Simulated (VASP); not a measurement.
# Si3C3N8 (Pm) in VASP: a series of runs

Runs on Si3C3N8. Level: PBE. Tasks: single point.

All numbers are computed with VASP 6.6.1; they aren't measurements. Logs are shortened: lines on timing, memory, paths and dates and some standing lists are left out, and cuts for length are marked.

### Step 1. The cell of the first run

Symmetry: Pm, No. 6, monoclinic system. The conventional cell has a = 6.990 Å, b = 2.730 Å, c = 7.072 Å, α = 90.00°, β = 118.64°, γ = 90.00°. Within 2.2 Å of Si (site symmetry m) lie 4 N at 1.65 to 1.74 Å. Si (site symmetry m) has 4 N at 1.64 to 1.69 Å within 2.2 Å. Si (site symmetry m) has 4 N at 1.66 to 1.74 Å within 2.2 Å. C (site symmetry m) has 4 N at 1.52 to 1.59 Å within 2.0 Å. C (site symmetry m) has 4 N at 1.49 to 1.65 Å within 2.0 Å. Within 1.9 Å of C (site symmetry m) lie 4 N at 1.43 to 1.65 Å. Within 2.0 Å of N (site symmetry m) lie 1 C at 1.49 Å and 2 Si at 1.72 to 1.74 Å. N (site symmetry m) has 2 C at 1.46 to 1.54 Å and 1 Si at 1.69 Å within 2.0 Å.

### Step 2. Single point, PBE

The input, INCAR:

```
SYSTEM = Si3C3N8
ALGO = Normal
EDIFF = 1E-7
ENCUT = 520
GGA = PE
ISIF = 2
ISMEAR = -1
LASPH = .TRUE.
LCHARG = .FALSE.
LREAL = .FALSE.
LWAVE = .FALSE.
NBANDS = 45
NELM = 60
PREC = Accurate
SIGMA = 0.02
```

The input, KPOINTS:

```
k-points
0
G
  4 8 4
  0 0 0
```

The input, POSCAR:

```
Si3C3N8
1.0
    7.0712091748      0.0000000000     -0.1072113754
    0.0000000000      2.7296473417      0.0000000000
   -3.6284523572      0.0000000000      6.1907132406
Si C N
3 3 8
Direct
    0.6009960808      0.5000000000      0.8201188455
    0.8181908380      0.0000000000      0.2394464632
    0.2374377587      0.5000000000      0.4057780681
    0.7740499680      0.0000000000      0.5848946259
    0.1775030960      0.5000000000      0.7796165342
    0.4045659599      0.0000000000      0.1807402363
    0.3172514150      0.5000000000      0.6797285340
    0.6437188785      0.0000000000      0.3342863034
    0.7069858402      0.5000000000      0.6491721327
    0.6938317389      0.0000000000      0.9693314291
    0.0253704614      0.0000000000      0.7059521074
    0.9699346969      0.5000000000      0.3208749087
    0.2953723550      0.0000000000      0.3014280853
    0.3347909127      0.5000000000      0.0286317261
```

Potentials or basis: VASP PAW PBE potentials, release 64 (Si, C, N).

Started as:

```console
$ cat potpaw_PBE.64/Si/POTCAR potpaw_PBE.64/C/POTCAR potpaw_PBE.64/N/POTCAR > POTCAR
$ mpirun -np 1 vasp_std > vasp.out
```

OUTCAR:

```text
SYSTEM = Si3C3N8
   EDIFF = 1E-7
   ENCUT = 520
   GGA = PE
   ISIF = 2
   ISMEAR = -1
   LASPH = .TRUE.
   LREAL = .FALSE.
   NELM = 60
   PREC = Accurate

 ion  position               nearest neighbor table
   1  0.601  0.500  0.820-  10 1.65  10 1.65   7 1.72   9 1.74   3 2.74   2 2.91   2 2.91
   2  0.818  0.000  0.239-  12 1.64  12 1.64  10 1.66   8 1.69   3 2.90   3 2.90   1 2.91   1 2.91

   3  0.237  0.500  0.406-  12 1.66  13 1.71  13 1.71   7 1.74   1 2.74   2 2.90   2 2.90
   4  0.774  0.000  0.585-  11 1.52   8 1.54   9 1.59   9 1.59
   5  0.178  0.500  0.780-   7 1.49  14 1.54  11 1.65  11 1.65
   6  0.405  0.000  0.181-  13 1.43   8 1.46  14 1.65  14 1.65
   7  0.317  0.500  0.680-   5 1.49   1 1.72   3 1.74
   8  0.644  0.000  0.334-   6 1.46   4 1.54   2 1.69
   9  0.707  0.500  0.649-   4 1.59   4 1.59   1 1.74
  10  0.694  0.000  0.969-   1 1.65   1 1.65   2 1.66
  11  0.025  0.000  0.706-   4 1.52   5 1.65   5 1.65
  12  0.970  0.500  0.321-   2 1.64   2 1.64   3 1.66
  13  0.295  0.000  0.301-   6 1.43   3 1.71   3 1.71
  14  0.335  0.500  0.029-   5 1.54   6 1.65   6 1.65

  LATTYP: Found a simple monoclinic cell.
 ALAT       =     6.9901051100
 B/A-ratio  =     0.3905016160
 C/A-ratio  =     1.0117189611
 COS(beta)  =    -0.4792682871

  Lattice vectors:

 A1 = (   3.4427568176,   0.0000000000,   6.0835018652)
 A2 = (   0.0000000000,   2.7296473417,   0.0000000000)
 A3 = (  -7.0712091748,   0.0000000000,   0.1072113754)

Analysis of symmetry for initial positions (statically):
=====================================================================
 Subroutine PRICEL returns:
 Original cell was already a primitive cell.

 Routine SETGRP: Setting up the symmetry group for a
 simple monoclinic supercell.

 Subroutine GETGRP returns: Found  2 space group operations
 (whereof  2 operations were pure point group operations)
 out of a pool of  4 trial point group operations.

The static configuration has the point symmetry C_1h.

Analysis of symmetry for dynamics (positions and initial velocities):
=====================================================================
 Subroutine PRICEL returns:
 Original cell was already a primitive cell.

 Routine SETGRP: Setting up the symmetry group for a
 simple monoclinic supercell.

 Subroutine GETGRP returns: Found  2 space group operations
[... 140 lines left out ...]
   EMIN   =  10.00;   EMAX   =-10.00  energy-range for DOS
   EFERMI =   0.00;   METHOD = LEGACY
   ISMEAR =    -1;   SIGMA  =   0.02  broadening in eV -4-tet -1-fermi 0-gaus
   EFERMI_NEDOS =   21; number of points for ismear=-14 and -15
   IALGO  =     38    algorithm
   IMIX   =      4    mixing-type and parameters
     AMIX     =   0.40;   BMIX     =  1.00
     AMIX_MAG =   1.60;   BMIX_MAG =  1.00
  volume/ion in A,a.u.               =       8.46        57.09
  Fermi-wavevector in a.u.,A,eV,Ry     =   1.333460  2.519874 24.192737  1.778116
  Thomas-Fermi vector in A             =   2.462317
   LORBIT       =      0    0 simple, 1 ext, 2 COOP (PROOUT), +10 PAW based schemes
   GGA     = PE    functional components
   LHFCALC =     F    Hartree Fock is set to
   AEXX    =    0.0000 exact exchange contribution
   IVDW    =     0    specifies the selected vdW correction
   LEPSILON=     F    determine dielectric tensor
   LRPA    =     F    only Hartree local field effects (RPA)
 non-spin polarized calculation
  energy-cutoff  :      520.00
  volume of cell :      118.43
 maximum number of plane-waves:      3220
 NGX is ok and might be reduce to    54
   NGX = 27   NGY = 11   NGZ = 27

 number of electron      64.0000007 magnetization

 Free energy of the ion-electron system (eV)
  ---------------------------------------------------
  ext. energy  EPLUGINS =         0.00000000
  ---------------------------------------------------
  free energy    TOTEN  =      -109.64165558 eV

  energy without entropy =     -109.64165558  energy(sigma->0) =     -109.64165558

 E-fermi :   7.7442     XC(G=0): -11.4519

 val. band max:        7.3423826831   @ k =   0.0000   0.1250   0.0000
 cond. band min:       9.4077798488   @ k =   0.0000   0.0000   0.0000
 fundamental gap:      2.0653971657
 Fermi energy:         7.7442200065

 k-point     1 :       0.0000    0.0000    0.0000
  band No.  band energies     occupation
      1     -13.7325      2.00000
      2     -12.0562      2.00000
      3     -11.5685      2.00000
      4     -11.0169      2.00000
      5     -10.0210      2.00000
      6      -9.9039      2.00000
[... 1117 lines left out ...]
     43      15.0585      0.00000
     44      15.6569      0.00000

 [... further k-points ...]

 [bands above 44 left out]

------------------------ aborting loop because EDIFF is reached ----------------------------------------

  FORCE on cell =-STRESS in cart. coord.  units (eV):
  Direction    XX          YY          ZZ          XY          YZ          ZX
  --------------------------------------------------------------------------------------
  -------------------------------------------------------------------------------------
  Total       -0.0644702     -0.1054482     -0.0765325      0.0000000      0.0000000      0.0381524
  in kB       -0.8721786     -1.4265452     -1.0353624      0.0000000      0.0000000      0.5161402
  external PRESSURE =      -1.1113621 kB  Pullay stress =       0.0000000 kB

 VOLUME and BASIS-vectors are now :
 -----------------------------------------------------------------------------
  energy-cutoff  :      520.00
  volume of cell :      118.43
      direct lattice vectors                 reciprocal lattice vectors
     7.071209175  0.000000000 -0.107211375     0.142686504  0.000000000  0.083630296
     0.000000000  2.729647342  0.000000000     0.000000000  0.366347691  0.000000000
    -3.628452357  0.000000000  6.190713241     0.002471059  0.000000000  0.162980594

 POSITION                                       TOTAL-FORCE (eV/Angst)
 -----------------------------------------------------------------------------------
      1.27401      1.36482      5.01269         0.009899      0.000000     -0.008716
      4.91678      0.00000      1.39463         0.001766      0.000000     -0.004983
      0.20663      1.36482      2.48660        -0.008196      0.000000     -0.006487
      3.35121      0.00000      3.53793        -0.008500      0.000000      0.002292
     -1.57364      1.36482      4.80735        -0.028312      0.000000     -0.006600
      2.20496      0.00000      1.07554         0.022449      0.000000     -0.053231
     -0.22301      1.36482      4.17399         0.054326      0.000000     -0.022176
      3.33893      0.00000      2.00046         0.040712      0.000000     -0.001871
      2.64375      1.36482      3.94304        -0.032943      0.000000      0.019375
      1.38906      0.00000      5.92647        -0.010231      0.000000      0.005614
     -2.38211      0.00000      4.36763         0.020548      0.000000      0.010934
      5.69433      1.36482      1.88246        -0.007013      0.000000     -0.006544
      0.99492      0.00000      1.83439        -0.049158      0.000000      0.049167
      2.26349      1.36482      0.14136        -0.005347      0.000000      0.023229
 -----------------------------------------------------------------------------------
    total drift:                               -0.000356     -0.000000     -0.000112

  FREE ENERGIE OF THE ION-ELECTRON SYSTEM (eV)
  ---------------------------------------------------
  free  energy   TOTEN  =      -109.6416555828 eV

  energy  without entropy=     -109.6416555828  energy(sigma->0) =     -109.64165558
```

stdout:

```text
POSCAR found type information on POSCAR SiC N
 POSCAR found :  3 types and      14 ions
 scaLAPACK will be used
 LDA part: xc-table for (Slater+PW92), standard interpolation
 POSCAR, INCAR and KPOINTS ok, starting setup
 FFT: planning ... GRIDC
 FFT: planning ... GRID_SOFT
 FFT: planning ... GRID
 WAVECAR not read
 entering main loop
```

It took 7.2 min on 1 thread of Intel Xeon 8259CL, shared host; peak memory 0.35 GiB.

Results:

| Item | Value |
| --- | --- |
| Free energy | -109.6417 eV |
| Pressure | -0.1 GPa |
| Largest force | 0.070 eV/Å |
| Band gap on the k mesh | 2.07 eV, indirect (least direct gap 2.36 eV) |

Forces in eV/Å, atoms in the order of the input:
```
Si   0.010  0.000 -0.009
Si   0.002  0.000 -0.005
Si  -0.008  0.000 -0.006
C   -0.009  0.000  0.002
C   -0.028  0.000 -0.007
C    0.022  0.000 -0.053
N    0.054  0.000 -0.022
N    0.041  0.000 -0.002
N   -0.033  0.000  0.019
N   -0.010  0.000  0.006
N    0.021  0.000  0.011
N   -0.007  0.000 -0.007
N   -0.049  0.000  0.049
N   -0.005  0.000  0.023
```

### Step 3. Single point, PBE

This run uses another cell than the first one, of 8.31 Å³/atom, 0.982 times its volume.

The input, INCAR:

```
PREC = Accurate
ENCUT = 520
EDIFF = 1E-6
ISMEAR = -1
SIGMA = 0.02
LREAL = False
LASPH = True
NELM = 100
ALGO = Normal
ISIF = 2
LWAVE = False
LCHARG = False
GGA = PE
NBANDS = 45
```

The input, KPOINTS:

```
regular mesh
0
Gamma
  4 10 4
```

The input, POSCAR:

```
Si3C3N8
1.0
    7.0440121136      0.0000000000     -0.0926679357
    0.0000000000      2.7106124639      0.0000000000
   -3.6025214000      0.0000000000      6.1407718745
Si C N
3 3 8
Direct
    0.5997814474      0.5000000000      0.8197335947
    0.8183341719      0.0000000000      0.2390580696
    0.2359299500      0.5000000000      0.4046037682
    0.7739361626      0.0000000000      0.5849787797
    0.1775451951      0.5000000000      0.7788852943
    0.4049916295      0.0000000000      0.1809037740
    0.3173799276      0.5000000000      0.6783028114
    0.6453489309      0.0000000000      0.3349794626
    0.7085006941      0.5000000000      0.6513026229
    0.6893309238      0.0000000000      0.9688813833
    0.0267175658      0.0000000000      0.7059048534
    0.9694938810      0.5000000000      0.3184424650
    0.2978320639      0.0000000000      0.3043429350
    0.3348774564      0.5000000000      0.0296801857
```

Potentials or basis: VASP PAW PBE potentials, release 64 (Si, C, N).

Started as:

```console
$ cat potpaw_PBE.64/Si/POTCAR potpaw_PBE.64/C/POTCAR potpaw_PBE.64/N/POTCAR > POTCAR
$ mpirun -np 1 vasp_std > vasp.out
```

It took 8.4 min on 1 thread of Intel Xeon 8259CL, shared host; peak memory 0.38 GiB.

Results (log left out):

* Free energy: -109.5984 eV
* Pressure: 5.6 GPa
* Largest force: 0.315 eV/Å
* Band gap on the k mesh: 2.14 eV, indirect (least direct gap 2.45 eV)

Forces in eV/Å, atoms in the order of the input:
```
Si   0.003  0.000 -0.197
Si  -0.103  0.000  0.023
Si   0.184  0.000  0.161
C    0.019  0.000  0.084
C   -0.073  0.000  0.038
C    0.080  0.000 -0.167
N   -0.303  0.000  0.088
N   -0.252  0.000  0.126
N    0.162  0.000 -0.110
N    0.102  0.000  0.088
N   -0.010  0.000 -0.016
N    0.045  0.000  0.083
N    0.146  0.000 -0.186
N    0.000  0.000 -0.018
```

Stress tensor (GPa, compression positive):
```
 5.84  0.00 -0.31
 0.00  5.47  0.00
-0.31  0.00  5.44
```

Levels at points of the mesh, in eV from the valence-band top:
```
           k point  band 28  band 29  band 30  band 31  band 32  band 33  band 34  band 35  band 36  band 37
(0.00, 0.00, 0.00)    -1.56    -1.18    -0.57    -0.50    -0.32     2.14     2.42     2.88     4.58     4.94
(0.50, 0.00, 0.00)    -1.77    -1.47    -0.81    -0.44    -0.37     2.24     2.50     3.47     4.67     4.79
(0.00, 0.50, 0.00)    -2.24    -2.13    -1.75    -1.65    -1.40     2.89     3.81     4.27     4.62     5.88
(0.50, 0.50, 0.00)    -2.18    -2.01    -1.45    -1.29    -1.26     2.82     4.17     4.73     4.78     5.13
(0.00, 0.00, 0.50)    -2.03    -1.54    -0.73    -0.45    -0.39     2.36     2.58     3.09     4.54     4.76
(0.50, 0.00, 0.50)    -1.77    -1.49    -0.68    -0.45    -0.36     2.21     2.62     3.25     4.82     5.01
(0.00, 0.50, 0.50)    -2.12    -1.89    -1.78    -1.32    -0.95     2.77     3.69     4.92     5.19     5.30
(0.50, 0.50, 0.50)    -2.38    -1.86    -1.74    -1.60    -1.03     3.50     3.77     4.41     4.80     5.36
```
